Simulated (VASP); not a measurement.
# Sb2Se: relaxation of cell and atoms with PBE

Crystal: Sb2Se.

```xyz
6
Lattice="5.5956 0.0000 0.0000 0.0000 5.5956 0.0000 0.0000 0.0000 5.5956" Properties=species:S:1:pos:R:3 pbc="T T T"
Sb    1.3989    1.3989    1.3989
Sb    1.3989    4.1967    4.1967
Sb    4.1967    4.1967    1.3989
Sb    4.1967    1.3989    4.1967
Se    0.0000    0.0000    0.0000
Se    2.7978    2.7978    2.7978
```

The cell was generated, and may not be a known phase.

```
Program                : VASP 6.6.1
Task                   : relaxation of cell and atoms
Functional             : PBE
Potentials or basis    : VASP PAW PBE potentials, release 64 (Sb, Se)
Cutoff                 : 600 eV
k mesh                 : 4 × 4 × 4
Occupations            : gaussian, width 0.1 eV
Spin                   : no spin polarisation
Dipole correction      : no
Further INCAR settings : ALGO = Normal; EDIFF = 1e-06; IBRION = 2; EDIFFG = -0.04; NSW = 90; ISIF = 3
```

```json
{
 "Relaxed volume": "40.04 Å³/atom",
 "Relaxed cell": "a = 6.217 Å, b = 6.217 Å, c = 6.217 Å, α = 90.00°, β = 90.00°, γ = 90.00°",
 "Space group after relaxing (to 0.1 Å)": "Pn-3m (No. 224)",
 "Energy gained by relaxing": "482.2 meV/atom",
 "Ionic steps": "4",
 "Pressure after relaxing": "0.0 GPa",
 "Band gap on the k mesh": "zero (bands 16 and 17 overlap by 0.59 eV)"
}
```

The path:
| step | energy change (eV) | largest force (eV/Å) | pressure (GPa) | volume (Å³) |
| --- | --- | --- | --- | --- |
| 1 | 0.0000 | 0.0000 | 19.02 | 175.20 |
| 2 | -2.4358 | 0.0000 | -3.30 | 278.60 |
| 3 | -2.8922 | 0.0000 | 0.21 | 238.27 |
| 4 | -2.8932 | 0.0000 | -0.05 | 240.27 |

Final structure:
```cif
data_structure
_symmetry_space_group_name_H-M 'P 1'
_symmetry_Int_Tables_number 1
_cell_length_a 6.2168
_cell_length_b 6.2168
_cell_length_c 6.2168
_cell_angle_alpha 90.000
_cell_angle_beta 90.000
_cell_angle_gamma 90.000
_cell_volume 240.27
loop_
_atom_site_label
_atom_site_type_symbol
_atom_site_fract_x
_atom_site_fract_y
_atom_site_fract_z
_atom_site_occupancy
Sb1 Sb 0.25000 0.25000 0.25000 1
Sb2 Sb 0.25000 0.75000 0.75000 1
Sb3 Sb 0.75000 0.75000 0.25000 1
Sb4 Sb 0.75000 0.25000 0.75000 1
Se1 Se 0.00000 0.00000 0.00000 1
Se2 Se 0.50000 0.50000 0.50000 1
```

Levels at points of the mesh, in eV from the Fermi level:
```
           k point  band 14  band 15  band 16  band 17  band 18  band 19
(0.00, 0.00, 0.00)    -1.36    -0.09    -0.09    -0.09     0.76     0.76
(0.50, 0.00, 0.00)    -1.39    -0.90    -0.90    -0.11    -0.11     1.65
(0.50, 0.50, 0.00)    -0.42    -0.02    -0.02     0.00     0.00     0.60
(0.50, 0.50, 0.50)    -1.29    -1.29     0.48     0.48     0.81     0.81
```

Run time: 4.7 min on 1 thread of Intel Xeon 8259CL, on a shared host, peak memory 0.35 GiB.

Caveat: the volume moved by over 15 % at a fixed basis, so the end points are rough; spin-orbit coupling is left out, which moves the levels of the heavy elements.
